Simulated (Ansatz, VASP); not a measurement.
**One calculation of CuO, two programs**

The input INCAR:

```
PREC = Accurate
ENCUT = 520
EDIFF = 1E-6
ISMEAR = 0
SIGMA = 0.15
LREAL = F
LASPH = T
NELM = 80
ALGO = Normal
ISIF = 2
LWAVE = F
LCHARG = F
GGA = PE
NBANDS = 25
```

File KPOINTS:

```
regular mesh
0
Gamma
  16 16 10
```

Contents of POSCAR:

```
CuO
1.0
    2.0814198224     -2.0824189793      0.1629652982
    2.0814198224      2.0824189793      0.1629652982
   -0.4035322497      0.0000000000      5.1352739038
Cu O
2 2
Direct
    0.0000000000      0.5000000000      0.0000000000
    0.5000000000      0.0000000000      0.5000000000
    0.4916402992      0.4914745998      0.1629066292
    0.4999171503      0.5000828497      0.7500000000
```

Input for Ansatz:

```yaml
crystal:
  lattice:
    - [2.0814198224, -2.0824189793, 0.1629652982]
    - [2.0814198224, 2.0824189793, 0.1629652982]
    - [-0.4035322497, 0.0, 5.1352739038]
  atoms:
    - { symbol: Cu, position: [0.0, 0.5, 0.0] }
    - { symbol: Cu, position: [0.5, 0.0, 0.5] }
    - { symbol: O, position: [0.4916402992, 0.4914745998, 0.1629066292] }
    - { symbol: O, position: [0.4999171503, 0.5000828497, 0.75] }
basis:
  ecutwfc: 420
kpoints:
  mp_grid: { grid: [16, 16, 10] }
hamiltonian:
  xc: pbe
scf:
  occupations: { method: gaussian, width: 0.15 }
output:
  forces: true
  stress: true
  eigenvalues: true
```

Alike in both runs: task single point; functional PBE; k mesh 16 × 16 × 10; occupations gaussian, width 0.15 eV; no spin polarisation.

|  | VASP | Ansatz |
| --- | --- | --- |
| version | VASP 6.6.1 | Ansatz 0.2.0 |
| potentials or method | VASP PAW PBE potentials, release 64 (Cu, O), cutoff 520 eV | scalar-relativistic, plane waves, PAW |
| valence electrons in the cell | 34 | 50 |

Ansatz gave:

| Quantity | Value |
| --- | --- |
| gap on the k mesh at the Fermi level (eV) | none |
| pressure (GPa) | 15.5 |
| traceless stress, the component that is largest in VASP (GPa) | -15.08 |
| rms of the force components (eV/Å) | 2.710 |

Q: Estimate VASP's values.

A: gap on the k mesh at the Fermi level (eV): none; pressure (GPa): 16.3; traceless stress, the component that is largest in VASP (GPa): -15.75; rms of the force components (eV/Å): 2.747.

Atom by atom the forces differ by 0.042 eV/Å (rms over components). A gap of «none» marks a metal or a gap that the smearing closes. VASP's potentials hold 34 valence electrons a cell and Ansatz's 50, so a difference there can come from the potentials and not from the codes.
